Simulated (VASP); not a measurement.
# AgI (Iodargyrite) (P6_3mc) in VASP: a series of runs

AgI (Iodargyrite) is run at these levels: r2SCAN; tasks: single point.

Everything below comes from runs of VASP 6.6.1. Logs are shortened: lines on timing, memory, paths and dates and some standing lists are left out, and cuts for length are marked.

### Step 1. The cell of the first run

It takes space group P6_3mc (No. 186, hexagonal). Conventional cell: a = 4.464 Å, b = 4.464 Å, c = 7.425 Å, α = 90.00°, β = 90.00°, γ = 120.00°. Ag (site symmetry 3m) has 4 I at 2.74 to 2.75 Å within 3.6 Å. I (site symmetry 3m) has 4 Ag at 2.74 to 2.75 Å within 3.6 Å.

### Step 2. Single point, r2SCAN

Contents of POSCAR:

```
AgI
1.0
    4.4637626758      0.0000000000      0.0000000000
   -2.2318813379      3.8657318737      0.0000000000
    0.0000000000      0.0000000000      7.4251857903
Ag I
2 2
Direct
    0.6666666667      0.3333333333      0.6304312666
    0.3333333333      0.6666666667      0.1304312666
    0.6666666667      0.3333333333     -0.0004312666
    0.3333333333      0.6666666667      0.4995687334
```

Contents of INCAR.step1:

```
PREC = Accurate
ENCUT = 550
ISMEAR = 0
SIGMA = 0.01
LREAL = False
LASPH = True
NELM = 120
NBANDS = 26
GGA = PE
ALGO = Normal
EDIFF = 1E-5
LWAVE = True
LCHARG = False
GGA_COMPAT = False
```

Contents of INCAR.step2:

```
PREC = Accurate
ENCUT = 550
EDIFF = 1E-6
ISMEAR = 0
SIGMA = 0.01
LREAL = False
LASPH = True
NELM = 120
ALGO = Normal
ISIF = 2
LWAVE = False
LCHARG = True
METAGGA = R2SCAN
LMIXTAU = True
LELF = True
LVHAR = True
NBANDS = 26
ISTART = 1
GGA_COMPAT = False
```

Contents of KPOINTS:

```
Automatic mesh
0
Gamma
  6 6 4
```

Potentials or basis: VASP PAW PBE potentials, release 64 (Ag, I).

Command:

```console
$ cat potpaw_PBE.64/Ag/POTCAR potpaw_PBE.64/I/POTCAR > POTCAR
$ cp INCAR.step1 INCAR
$ mpirun -np 1 vasp_std > vasp.out
$ cp INCAR.step2 INCAR
$ mpirun -np 1 vasp_std > vasp.out
```

OUTCAR:

```text
PREC = Accurate
   ENCUT = 550
   EDIFF = 1E-6
   ISMEAR = 0
   LREAL = False
   LASPH = True
   NELM = 120
   ISIF = 2
   METAGGA = R2SCAN
   ISTART = 1

 ion  position               nearest neighbor table
   1  0.667  0.333  0.630-   3 2.74   4 2.75   4 2.75   4 2.75
   2  0.333  0.667  0.130-   4 2.74   3 2.75   3 2.75   3 2.75
   3  0.667  0.333  1.000-   1 2.74   2 2.75   2 2.75   2 2.75
   4  0.333  0.667  0.500-   2 2.74   1 2.75   1 2.75   1 2.75

  LATTYP: Found a hexagonal cell.
 ALAT       =     4.4637626758
 C/A-ratio  =     1.6634365063

  Lattice vectors:

 A1 = (   4.4637626758,   0.0000000000,   0.0000000000)
 A2 = (  -2.2318813379,   3.8657318737,   0.0000000000)
 A3 = (   0.0000000000,   0.0000000000,   7.4251857903)

Analysis of symmetry for initial positions (statically):
=====================================================================
 Subroutine PRICEL returns:
 Original cell was already a primitive cell.

 Routine SETGRP: Setting up the symmetry group for a
 hexagonal supercell.

 Subroutine GETGRP returns: Found 12 space group operations
 (whereof  6 operations were pure point group operations)
 out of a pool of 24 trial point group operations.

The static configuration has the point symmetry C_3v.
 The point group associated with its full space group is C_6v.

Analysis of symmetry for dynamics (positions and initial velocities):
=====================================================================
 Subroutine PRICEL returns:
 Original cell was already a primitive cell.

 Routine SETGRP: Setting up the symmetry group for a
 hexagonal supercell.

 Subroutine GETGRP returns: Found 12 space group operations
 (whereof  6 operations were pure point group operations)
 out of a pool of 24 trial point group operations.

The dynamic configuration has the point symmetry C_3v.
 The point group associated with its full space group is C_6v.

 Subroutine INISYM returns: Found 12 space group operations
 (whereof  6 operations are pure point group operations),
 and found     1 'primitive' translations

----------------------------------------------------------------------------------------

                                     Primitive cell

  volume of cell :     128.1269

  direct lattice vectors                    reciprocal lattice vectors
     4.463762676  0.000000000  0.000000000     0.224026247  0.129341614  0.000000000
    -2.231881338  3.865731874  0.000000000     0.000000000  0.258683228  0.000000000
     0.000000000  0.000000000  7.425185790     0.000000000  0.000000000  0.134676765

  length of vectors
     4.463762676  4.463762676  7.425185790     0.258683228  0.258683228  0.134676765

  position of ions in fractional coordinates (direct lattice)
     0.666666667  0.333333333  0.630431267
     0.333333333  0.666666667  0.130431267
     0.666666667  0.333333333  0.999568733
     0.333333333  0.666666667  0.499568733

  ion indices of the primitive-cell ions
   primitive index   ion index
                 1           1
                 2           2
                 3           3
                 4           4

----------------------------------------------------------------------------------------

 KPOINTS: Automatic mesh

Automatic generation of k-mesh.
 Grid dimensions read from file:
 generate k-points for:    6    6    4

 Generating k-lattice:

  Cartesian coordinates                     Fractional coordinates (reciprocal lattice)
     0.037337708  0.021556936  0.000000000     0.166666667  0.000000000  0.000000000
     0.000000000  0.043113871  0.000000000     0.000000000  0.166666667  0.000000000
     0.000000000  0.000000000  0.033669191     0.000000000  0.000000000  0.250000000

  Length of vectors
     0.043113871  0.043113871  0.033669191

  Shift w.r.t. Gamma in fractional coordinates (k-lattice)
     0.000000000  0.000000000  0.000000000

 Subroutine IBZKPT returns following result:
 ===========================================

 Found     21 irreducible k-points:

 Following reciprocal coordinates:
            Coordinates               Weight
  0.000000  0.000000  0.000000      1.000000
  0.166667 -0.000000  0.000000      6.000000
  0.333333  0.000000  0.000000      6.000000
  0.500000 -0.000000  0.000000      3.000000
  0.166667  0.166667  0.000000      6.000000
  0.333333  0.166667  0.000000     12.000000
[... 13 lines left out ...]
  0.333333  0.166667  0.500000     12.000000
  0.333333  0.333333  0.500000      2.000000
   k-points           NKPTS =     21   k-points in BZ     NKDIM =     21   number of bands    NBANDS=     26
   number of dos      NEDOS =    301   number of ions     NIONS =      4
   total plane-waves  NPLWV =  77760
   dimension x,y,z NGX =    36 NGY =   36 NGZ =   60
   dimension x,y,z NGXF=    72 NGYF=   72 NGZF=  120
   ions per type =               2   2
   NGX,Y,Z   is equivalent  to a cutoff of  13.41, 13.41, 13.43 a.u.
   NGXF,Y,Z  is equivalent  to a cutoff of  26.82, 26.82, 26.87 a.u.
 SYSTEM =  unknown system
   PREC   = accura    normal or accurate (medium, high low for compatibility)
   ISTART =      1    job   : 0-new  1-cont  2-samecut
   ICHARG =      0    charge: 1-file 2-atom 10-const
   ISPIN  =      1    spin polarized calculation?
   LNONCOLLINEAR =      F non collinear calculations
   LSORBIT =      F    spin-orbit coupling
   LASPH  =      T    aspherical Exc in radial PAW
   ENCUT  =  550.0 eV  40.42 Ry    6.36 a.u.   8.54  8.54 14.20*2*pi/ulx,y,z
   NELM   =    120;   NELMIN=  2; NELMDL=  0     # of ELM steps
   EDIFF  = 0.1E-05   stopping-criterion for ELM
   LREAL  =      F    real-space projection
   EDIFFG = 0.1E-04   stopping-criterion for IOM
   NSW    =      0    number of steps for IOM
   IBRION =     -1    ionic relax: 0-MD 1-quasi-New 2-CG
   NFREE  =      0    steps in history (QN), initial steepest desc. (CG)
   ISIF   =      2    stress and relaxation
   ISYM   =      2    0-nonsym 1-usesym 2-fastsym
   POTIM  = 0.5000    time-step for ionic-motion
   TEBEG  =    0.0;   TEEND  =   0.0 temperature during run
   PSTRESS=    0.0 pullay stress
   NELECT =      36.0000    total number of electrons
   NUPDOWN=      -1.0000    fix difference up-down
   EMIN   =  10.00;   EMAX   =-10.00  energy-range for DOS
   EFERMI =   0.00;   METHOD = LEGACY
   ISMEAR =     0;   SIGMA  =   0.01  broadening in eV -4-tet -1-fermi 0-gaus
   EFERMI_NEDOS =   21; number of points for ismear=-14 and -15
   IALGO  =     38    algorithm
   IMIX   =      4    mixing-type and parameters
     AMIX     =   0.40;   BMIX     =  1.00
     AMIX_MAG =   1.60;   BMIX_MAG =  1.00
  volume/ion in A,a.u.               =      32.03       216.16
  Fermi-wavevector in a.u.,A,eV,Ry     =   1.072249  2.026257 15.642859  1.149718
  Thomas-Fermi vector in A             =   2.208013
   LORBIT       =      0    0 simple, 1 ext, 2 COOP (PROOUT), +10 PAW based schemes
   METAGGA = R2SCAN    functional components
   LHFCALC =     F    Hartree Fock is set to
   AEXX    =    0.0000 exact exchange contribution
   IVDW    =     0    specifies the selected vdW correction
   LEPSILON=     F    determine dielectric tensor
   LRPA    =     F    only Hartree local field effects (RPA)
 non-spin polarized calculation
 Gauss-broadening in eV      SIGMA  =   0.01
  energy-cutoff  :      550.00
  volume of cell :      128.13
 maximum number of plane-waves:      3791
 NGX is ok and might be reduce to    36
   NGX = 17   NGY = 17   NGZ = 29

 number of electron      35.9999996 magnetization

 Free energy of the ion-electron system (eV)
  ---------------------------------------------------
  ext. energy  EPLUGINS =         0.00000000
  ---------------------------------------------------
  free energy    TOTEN  =       -92.90120113 eV

  energy without entropy =      -92.90120113  energy(sigma->0) =      -92.90120113

 E-fermi :   3.7219     XC(G=0):  -9.2730

 val. band max:        3.6688962324   @ k =   0.0000   0.0000   0.0000
 cond. band min:       5.4972966666   @ k =   0.0000   0.0000   0.0000
 fundamental gap:      1.8284004343
 Fermi energy:         3.7218819805

 k-point     1 :       0.0000    0.0000    0.0000
  band No.  band energies     occupation
      1      -9.9577      2.00000
      2      -9.6022      2.00000
      3      -1.1442      2.00000
      4      -1.0853      2.00000
      5      -1.0666      2.00000
      6      -1.0666      2.00000
[... 18 lines left out ...]
     25      10.7965      0.00000
     26      11.4534      0.00000

 k-point     2 :       0.1667   -0.0000    0.0000
  band No.  band energies     occupation
      1      -9.8784      2.00000
      2      -9.5613      2.00000
      3      -1.1384      2.00000
      4      -1.0921      2.00000
      5      -1.0224      2.00000
      6      -0.9619      2.00000
[... 18 lines left out ...]
     25      10.9668      0.00000
     26      11.3956      0.00000

 k-point     3 :       0.3333    0.0000    0.0000
  band No.  band energies     occupation
      1      -9.7004      2.00000
      2      -9.4893      2.00000
      3      -1.2317      2.00000
      4      -1.0589      2.00000
      5      -0.9442      2.00000
      6      -0.8251      2.00000
[... 18 lines left out ...]
     25      11.3571      0.00000
     26      12.2260      0.00000

 k-point     4 :       0.5000   -0.0000    0.0000
  band No.  band energies     occupation
      1      -9.5893      2.00000
      2      -9.4706      2.00000
      3      -1.2179      2.00000
      4      -1.1008      2.00000
      5      -0.9119      2.00000
      6      -0.7730      2.00000
[... 18 lines left out ...]
     25      11.6597      0.00000
     26      13.4162      0.00000
[... 409 lines left out ...]
      1      -9.6277      2.00000
      2      -9.6277      2.00000
      3      -1.2559      2.00000
      4      -1.2559      2.00000
      5      -0.9115      2.00000
      6      -0.9115      2.00000
[... 18 lines left out ...]
     25      11.1546      0.00000
     26      11.1546      0.00000

 k-point    20 :       0.3333    0.1667    0.5000
  band No.  band energies     occupation
      1      -9.5285      2.00000
      2      -9.5285      2.00000
      3      -1.2406      2.00000
      4      -1.2406      2.00000
      5      -0.8535      2.00000
      6      -0.8535      2.00000
[... 18 lines left out ...]
     25      11.7105      0.00000
     26      11.7105      0.00000

 k-point    21 :       0.3333    0.3333    0.5000
  band No.  band energies     occupation
      1      -9.4953      2.00000
      2      -9.4953      2.00000
      3      -1.1039      2.00000
      4      -1.1039      2.00000
      5      -0.9439      2.00000
      6      -0.9439      2.00000
[... 18 lines left out ...]
     25      12.2194      0.00000
     26      12.2194      0.00000

------------------------ aborting loop because EDIFF is reached ----------------------------------------

  FORCE on cell =-STRESS in cart. coord.  units (eV):
  Direction    XX          YY          ZZ          XY          YZ          ZX
  --------------------------------------------------------------------------------------
  -------------------------------------------------------------------------------------
  Total        3.0733274      3.0733274      3.0684163      0.0000000      0.0000000     -0.0000000
  in kB       38.4307852     38.4307852     38.3693742      0.0000000      0.0000000     -0.0000000
  external PRESSURE =      38.4103149 kB  Pullay stress =       0.0000000 kB

 VOLUME and BASIS-vectors are now :
 -----------------------------------------------------------------------------
  energy-cutoff  :      550.00
  volume of cell :      128.13
      direct lattice vectors                 reciprocal lattice vectors
     4.463762676  0.000000000  0.000000000     0.224026247  0.129341614  0.000000000
    -2.231881338  3.865731874  0.000000000     0.000000000  0.258683228  0.000000000
     0.000000000  0.000000000  7.425185790     0.000000000  0.000000000  0.134676765

 POSITION                                       TOTAL-FORCE (eV/Angst)
 -----------------------------------------------------------------------------------
      2.23188      1.28858      4.68107         0.000000      0.000000     -0.000003
     -0.00000      2.57715      0.96848        -0.000000     -0.000000     -0.000003
      2.23188      1.28858      7.42198        -0.000000      0.000000      0.000003
     -0.00000      2.57715      3.70939        -0.000000     -0.000000      0.000003
 -----------------------------------------------------------------------------------
    total drift:                               -0.000000     -0.000000     -0.000403

  FREE ENERGIE OF THE ION-ELECTRON SYSTEM (eV)
  ---------------------------------------------------
  free  energy   TOTEN  =       -92.9012011330 eV

  energy  without entropy=      -92.9012011330  energy(sigma->0) =      -92.90120113
```

It took 1.8 min on 1 thread of Intel Xeon 6975P-C (Granite Rapids), shared host; peak memory 0.32 GiB.

What came out:

| Quantity | Value |
| --- | --- |
| Free energy | -92.9012 eV |
| Pressure | 3.8 GPa |
| Band gap on the k mesh | 1.83 eV, direct |

Levels at points of the mesh, in eV from the valence-band top:
| k point | band 15 | band 16 | band 17 | band 18 | band 19 | band 20 | band 21 | band 22 |
| --- | --- | --- | --- | --- | --- | --- | --- | --- |
| (0.00, 0.00, 0.00) | -0.84 | -0.08 | 0.00 | 0.00 | 1.83 | 3.15 | 6.11 | 6.16 |
| (0.50, 0.00, 0.00) | -2.52 | -2.05 | -1.25 | -0.79 | 3.75 | 3.89 | 4.92 | 6.35 |
| (0.00, 0.00, 0.50) | -0.44 | -0.44 | -0.44 | -0.44 | 3.17 | 3.17 | 5.99 | 5.99 |
| (0.50, 0.00, 0.50) | -1.48 | -1.48 | -1.42 | -1.42 | 3.51 | 3.51 | 5.16 | 5.16 |

Caveat: the PAW data sets were made with another functional, which shifts forces and pressure a little; spin-orbit coupling is left out, which moves the levels of the heavy elements.

### Step 3. Single point, r2SCAN

This run uses another cell than the first one, of 33.55 Å³/atom, 1.047 times its volume.

Contents of POSCAR:

```
AgI
1.0
    4.5548490331      0.0000000000      0.0000000000
   -2.2774245165      3.9446149731      0.0000000000
    0.0000000000      0.0000000000      7.4688162329
Ag I
2 2
Direct
    0.6666666667      0.3333333333      0.6281136328
    0.3333333333      0.6666666667      0.1281136328
    0.6666666667      0.3333333333      0.0018863672
    0.3333333333      0.6666666667      0.5018863672
```

Contents of INCAR.step1:

```
ALGO = Normal
EDIFF = 1E-5
ENCUT = 550
GGA = PE
GGA_COMPAT = F
ISMEAR = 0
LASPH = T
LCHARG = F
LREAL = F
LWAVE = T
NBANDS = 26
NELM = 120
PREC = Accurate
SIGMA = 0.01
```

Contents of INCAR.step2:

```
ALGO = Normal
EDIFF = 1E-6
ENCUT = 550
GGA_COMPAT = F
ISIF = 2
ISMEAR = 0
ISTART = 1
LASPH = T
LCHARG = T
LELF = T
LMIXTAU = T
LREAL = F
LVHAR = T
LWAVE = F
METAGGA = R2SCAN
NBANDS = 26
NELM = 120
PREC = Accurate
SIGMA = 0.01
```

Contents of KPOINTS:

```
k-points
0
Gamma
  6 6 4
```

Potentials or basis: VASP PAW PBE potentials, release 64 (Ag, I).

Command:

```console
$ cat potpaw_PBE.64/Ag/POTCAR potpaw_PBE.64/I/POTCAR > POTCAR
$ cp INCAR.step1 INCAR
$ mpirun -np 1 vasp_std > vasp.out
$ cp INCAR.step2 INCAR
$ mpirun -np 1 vasp_std > vasp.out
```

Wall time 1.9 min (1 thread of Intel Xeon 6975P-C (Granite Rapids), shared host); peak memory 0.32 GiB.

The run converged. Its results:

* Free energy: -93.0090 eV
* Pressure: 1.9 GPa
* Band gap on the k mesh: 1.83 eV, direct

Levels at points of the mesh, in eV from the valence-band top:
```
           k point  band 15  band 16  band 17  band 18  band 19  band 20  band 21  band 22
(0.00, 0.00, 0.00)    -0.76    -0.07     0.00     0.00     1.83     3.08     6.19     6.19
(0.50, 0.00, 0.00)    -2.31    -1.90    -1.10    -0.75     3.77     3.91     5.04     6.35
(0.00, 0.00, 0.50)    -0.39    -0.39    -0.39    -0.39     3.12     3.12     6.02     6.02
(0.50, 0.00, 0.50)    -1.32    -1.32    -1.32    -1.32     3.61     3.61     5.21     5.21
```

Caveat: the PAW data sets were made with another functional, which shifts forces and pressure a little; spin-orbit coupling is left out, which moves the levels of the heavy elements.

(Part 1 of 2 ends here.)
